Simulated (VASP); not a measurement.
# SiO2 (Pn-3m) in VASP: notebook

The runs below take SiO2 through single point, relaxation of cell and atoms, with PBE.

All numbers are computed with VASP 6.6.1; they aren't measurements. Logs are shortened: lines on timing, memory, paths and dates and some standing lists are left out, and cuts for length are marked.

## Step 1: The cell of the first run

The structure is cubic, space group Pn-3m (No. 224). Conventional cell: a = 3.808 Å, b = 3.808 Å, c = 3.808 Å, α = 90.00°, β = 90.00°, γ = 90.00°. Within 2.2 Å of Si (site symmetry -43m) lie 4 O at 1.65 Å. Within 2.2 Å of O (site symmetry -3m) lie 2 Si at 1.65 Å.

## Step 2: Single point, PBE

Contents of INCAR:

```
SYSTEM = SiO2
PREC = Accurate
ENCUT = 520
EDIFF = 1E-7
ISMEAR = 0
SIGMA = 0.02
LREAL = .FALSE.
LASPH = .TRUE.
NELM = 100
ALGO = Normal
ISIF = 2
LWAVE = .FALSE.
LCHARG = .TRUE.
GGA = PE
LELF = .TRUE.
LVHAR = .TRUE.
NBANDS = 25
```

Contents of KPOINTS:

```
regular mesh
0
G
  6 6 6
  0 0 0
```

Contents of POSCAR:

```
SiO2
1.0
    3.8079024833      0.0000000000      0.0000000000
    0.0000000000      3.8079024833      0.0000000000
    0.0000000000      0.0000000000      3.8079024833
Si O
2 4
Direct
    0.0000000000      0.0000000000      0.0000000000
    0.5000000000      0.5000000000      0.5000000000
    0.2500000000      0.2500000000      0.2500000000
    0.2500000000      0.7500000000      0.7500000000
    0.7500000000      0.7500000000      0.2500000000
    0.7500000000      0.2500000000      0.7500000000
```

Potentials or basis: VASP PAW PBE potentials, release 64 (Si, O).

Launch:

```sh
> cat potpaw_PBE.64/Si/POTCAR potpaw_PBE.64/O/POTCAR > POTCAR
> mpirun -np 1 vasp_std > vasp.out
```

OUTCAR:

```text
SYSTEM = SiO2
   PREC = Accurate
   ENCUT = 520
   EDIFF = 1E-7
   ISMEAR = 0
   LREAL = .FALSE.
   LASPH = .TRUE.
   NELM = 100
   ISIF = 2
   GGA = PE

 ion  position               nearest neighbor table
   1  0.000  0.000  0.000-   3 1.65   4 1.65   5 1.65   6 1.65
   2  0.500  0.500  0.500-   3 1.65   4 1.65   5 1.65   6 1.65
   3  0.250  0.250  0.250-   1 1.65   2 1.65
   4  0.250  0.750  0.750-   1 1.65   2 1.65
   5  0.750  0.750  0.250-   1 1.65   2 1.65
   6  0.750  0.250  0.750-   1 1.65   2 1.65

  LATTYP: Found a simple cubic cell.
 ALAT       =     3.8079024833

  Lattice vectors:

 A1 = (   3.8079024833,   0.0000000000,   0.0000000000)
 A2 = (   0.0000000000,   3.8079024833,   0.0000000000)
 A3 = (   0.0000000000,   0.0000000000,   3.8079024833)

Analysis of symmetry for initial positions (statically):
=====================================================================
 Subroutine PRICEL returns:
 Original cell was already a primitive cell.

 Routine SETGRP: Setting up the symmetry group for a
 simple cubic supercell.

 Subroutine GETGRP returns: Found 48 space group operations
 (whereof 24 operations were pure point group operations)
 out of a pool of 48 trial point group operations.

The static configuration has the point symmetry T_d .
 The point group associated with its full space group is O_h .

Analysis of symmetry for dynamics (positions and initial velocities):
=====================================================================
 Subroutine PRICEL returns:
 Original cell was already a primitive cell.

 Routine SETGRP: Setting up the symmetry group for a
 simple cubic supercell.

 Subroutine GETGRP returns: Found 48 space group operations
 (whereof 24 operations were pure point group operations)
 out of a pool of 48 trial point group operations.

The dynamic configuration has the point symmetry T_d .
 The point group associated with its full space group is O_h .

 Subroutine INISYM returns: Found 48 space group operations
 (whereof 24 operations are pure point group operations),
 and found     1 'primitive' translations

----------------------------------------------------------------------------------------

                                     Primitive cell

  volume of cell :      55.2150

  direct lattice vectors                    reciprocal lattice vectors
     3.807902483  0.000000000  0.000000000     0.262611767  0.000000000  0.000000000
     0.000000000  3.807902483  0.000000000     0.000000000  0.262611767  0.000000000
     0.000000000  0.000000000  3.807902483     0.000000000  0.000000000  0.262611767

  length of vectors
     3.807902483  3.807902483  3.807902483     0.262611767  0.262611767  0.262611767

  position of ions in fractional coordinates (direct lattice)
     0.000000000  0.000000000  0.000000000
     0.500000000  0.500000000  0.500000000
     0.250000000  0.250000000  0.250000000
     0.250000000  0.750000000  0.750000000
     0.750000000  0.750000000  0.250000000
     0.750000000  0.250000000  0.750000000

  ion indices of the primitive-cell ions
   primitive index   ion index
                 1           1
                 2           2
                 3           3
                 4           4
                 5           5
                 6           6

----------------------------------------------------------------------------------------

 KPOINTS: regular mesh

Automatic generation of k-mesh.
 Grid dimensions read from file:
 generate k-points for:    6    6    6

 Generating k-lattice:

  Cartesian coordinates                     Fractional coordinates (reciprocal lattice)
     0.043768628  0.000000000  0.000000000     0.166666667  0.000000000  0.000000000
     0.000000000  0.043768628  0.000000000     0.000000000  0.166666667  0.000000000
     0.000000000  0.000000000  0.043768628     0.000000000  0.000000000  0.166666667

  Length of vectors
     0.043768628  0.043768628  0.043768628

  Shift w.r.t. Gamma in fractional coordinates (k-lattice)
     0.000000000  0.000000000  0.000000000

 Subroutine IBZKPT returns following result:
 ===========================================

 Found     20 irreducible k-points:

 Following reciprocal coordinates:
            Coordinates               Weight
  0.000000  0.000000  0.000000      1.000000
  0.166667  0.000000  0.000000      6.000000
  0.333333  0.000000  0.000000      6.000000
  0.500000  0.000000  0.000000      3.000000
  0.166667  0.166667  0.000000     12.000000
  0.333333  0.166667  0.000000     24.000000
[... 12 lines left out ...]
  0.500000  0.500000  0.333333      6.000000
  0.500000  0.500000  0.500000      1.000000
   k-points           NKPTS =     20   k-points in BZ     NKDIM =     20   number of bands    NBANDS=     25
   number of dos      NEDOS =    301   number of ions     NIONS =      6
   total plane-waves  NPLWV =  21952
   dimension x,y,z NGX =    28 NGY =   28 NGZ =   28
   dimension x,y,z NGXF=    56 NGYF=   56 NGZF=   56
   ions per type =               2   4
   NGX,Y,Z   is equivalent  to a cutoff of  12.22, 12.22, 12.22 a.u.
   NGXF,Y,Z  is equivalent  to a cutoff of  24.45, 24.45, 24.45 a.u.
 SYSTEM =  SiO2
   PREC   = accura    normal or accurate (medium, high low for compatibility)
   ISTART =      0    job   : 0-new  1-cont  2-samecut
   ICHARG =      2    charge: 1-file 2-atom 10-const
   ISPIN  =      1    spin polarized calculation?
   LNONCOLLINEAR =      F non collinear calculations
   LSORBIT =      F    spin-orbit coupling
   LASPH  =      T    aspherical Exc in radial PAW
   ENCUT  =  520.0 eV  38.22 Ry    6.18 a.u.   7.08  7.08  7.08*2*pi/ulx,y,z
   NELM   =    100;   NELMIN=  2; NELMDL= -5     # of ELM steps
   EDIFF  = 0.1E-06   stopping-criterion for ELM
   LREAL  =      F    real-space projection
   EDIFFG = 0.1E-05   stopping-criterion for IOM
   NSW    =      0    number of steps for IOM
   IBRION =     -1    ionic relax: 0-MD 1-quasi-New 2-CG
   NFREE  =      0    steps in history (QN), initial steepest desc. (CG)
   ISIF   =      2    stress and relaxation
   ISYM   =      2    0-nonsym 1-usesym 2-fastsym
   POTIM  = 0.5000    time-step for ionic-motion
   TEBEG  =    0.0;   TEEND  =   0.0 temperature during run
   PSTRESS=    0.0 pullay stress
   NELECT =      32.0000    total number of electrons
   NUPDOWN=      -1.0000    fix difference up-down
   EMIN   =  10.00;   EMAX   =-10.00  energy-range for DOS
   EFERMI =   0.00;   METHOD = LEGACY
   ISMEAR =     0;   SIGMA  =   0.02  broadening in eV -4-tet -1-fermi 0-gaus
   EFERMI_NEDOS =   21; number of points for ismear=-14 and -15
   IALGO  =     38    algorithm
   IMIX   =      4    mixing-type and parameters
     AMIX     =   0.40;   BMIX     =  1.00
     AMIX_MAG =   1.60;   BMIX_MAG =  1.00
  volume/ion in A,a.u.               =       9.20        62.10
  Fermi-wavevector in a.u.,A,eV,Ry     =   1.364915  2.579316 25.347566  1.862994
  Thomas-Fermi vector in A             =   2.491189
   LORBIT       =      0    0 simple, 1 ext, 2 COOP (PROOUT), +10 PAW based schemes
   GGA     = PE    functional components
   LHFCALC =     F    Hartree Fock is set to
   AEXX    =    0.0000 exact exchange contribution
   IVDW    =     0    specifies the selected vdW correction
   LEPSILON=     F    determine dielectric tensor
   LRPA    =     F    only Hartree local field effects (RPA)
 non-spin polarized calculation
 Gauss-broadening in eV      SIGMA  =   0.02
  energy-cutoff  :      520.00
  volume of cell :       55.22
 maximum number of plane-waves:      1503
   NGX = 15   NGY = 15   NGZ = 15

 number of electron      31.9999970 magnetization

 Free energy of the ion-electron system (eV)
  ---------------------------------------------------
  ext. energy  EPLUGINS =         0.00000000
  ---------------------------------------------------
  free energy    TOTEN  =       -45.14417557 eV

  energy without entropy =      -45.14417557  energy(sigma->0) =      -45.14417557

 E-fermi :   5.3251     XC(G=0): -11.3155

 val. band max:        5.2024204186   @ k =   0.5000   0.5000   0.5000
 cond. band min:       9.7213647709   @ k =   0.0000   0.0000   0.0000
 fundamental gap:      4.5189443523
 Fermi energy:         5.3251168239

 k-point     1 :       0.0000    0.0000    0.0000
  band No.  band energies     occupation
      1     -15.1294      2.00000
      2     -12.2519      2.00000
      3     -12.2519      2.00000
      4     -12.2519      2.00000
      5      -4.8792      2.00000
      6      -0.5615      2.00000
[... 17 lines left out ...]
     24      19.7663      0.00000
     25      21.9091      0.00000

 k-point     2 :       0.1667    0.0000    0.0000
  band No.  band energies     occupation
      1     -14.9786      2.00000
      2     -12.5106      2.00000
      3     -12.2398      2.00000
      4     -12.2398      2.00000
      5      -4.5980      2.00000
      6      -0.9107      2.00000
[... 17 lines left out ...]
     24      19.3206      0.00000
     25      20.9912      0.00000

 k-point     3 :       0.3333    0.0000    0.0000
  band No.  band energies     occupation
      1     -14.5450      2.00000
      2     -13.1457      2.00000
      3     -12.2162      2.00000
      4     -12.2162      2.00000
      5      -3.8584      2.00000
      6      -1.7840      2.00000
[... 440 lines left out ...]
 k-point    19 :       0.5000    0.5000    0.3333
  band No.  band energies     occupation
      1     -13.4942      2.00000
      2     -12.8364      2.00000
      3     -12.7576      2.00000
      4     -12.7576      2.00000
      5      -5.2347      2.00000
      6      -1.9600      2.00000
[... 17 lines left out ...]
     24      17.4744      0.00000
     25      20.6055      0.00000

 k-point    20 :       0.5000    0.5000    0.5000
  band No.  band energies     occupation
      1     -13.5103      2.00000
      2     -12.7346      2.00000
      3     -12.7346      2.00000
      4     -12.7346      2.00000
      5      -5.5773      2.00000
      6      -1.9495      2.00000
[... 17 lines left out ...]
     24      17.4831      0.00000
     25      20.1984      0.00000

------------------------ aborting loop because EDIFF is reached ----------------------------------------

  FORCE on cell =-STRESS in cart. coord.  units (eV):
  Direction    XX          YY          ZZ          XY          YZ          ZX
  --------------------------------------------------------------------------------------
  -------------------------------------------------------------------------------------
  Total       -0.0018766     -0.0018766     -0.0018766     -0.0000000      0.0000000      0.0000000
  in kB       -0.0544547     -0.0544547     -0.0544547     -0.0000000      0.0000000      0.0000000
  external PRESSURE =      -0.0544547 kB  Pullay stress =       0.0000000 kB

 VOLUME and BASIS-vectors are now :
 -----------------------------------------------------------------------------
  energy-cutoff  :      520.00
  volume of cell :       55.22
      direct lattice vectors                 reciprocal lattice vectors
     3.807902483  0.000000000  0.000000000     0.262611767  0.000000000  0.000000000
     0.000000000  3.807902483  0.000000000     0.000000000  0.262611767  0.000000000
     0.000000000  0.000000000  3.807902483     0.000000000  0.000000000  0.262611767

 POSITION                                       TOTAL-FORCE (eV/Angst)
 -----------------------------------------------------------------------------------
      0.00000      0.00000      0.00000        -0.000000      0.000000      0.000000
      1.90395      1.90395      1.90395        -0.000000      0.000000      0.000000
      0.95198      0.95198      0.95198         0.000000     -0.000000     -0.000000
      0.95198      2.85593      2.85593        -0.000000     -0.000000      0.000000
      2.85593      2.85593      0.95198        -0.000000      0.000000      0.000000
      2.85593      0.95198      2.85593         0.000000     -0.000000     -0.000000
 -----------------------------------------------------------------------------------
    total drift:                                0.000000     -0.000000      0.000000

  FREE ENERGIE OF THE ION-ELECTRON SYSTEM (eV)
  ---------------------------------------------------
  free  energy   TOTEN  =       -45.1441755704 eV

  energy  without entropy=      -45.1441755704  energy(sigma->0) =      -45.14417557
```

Wall time 32 s (1 thread of Intel Xeon Platinum 8175M at 2.50GHz (Skylake/Cascade Lake), shared host); peak memory 0.16 GiB.

Results:

```yaml
Free_energy: -45.1442 eV
Pressure: 0.0 GPa
Band_gap_on_the_k_mesh: 4.52 eV (least direct gap 5.09 eV)
```

A k mesh can miss the band edges.

[end of part 1 of 2]
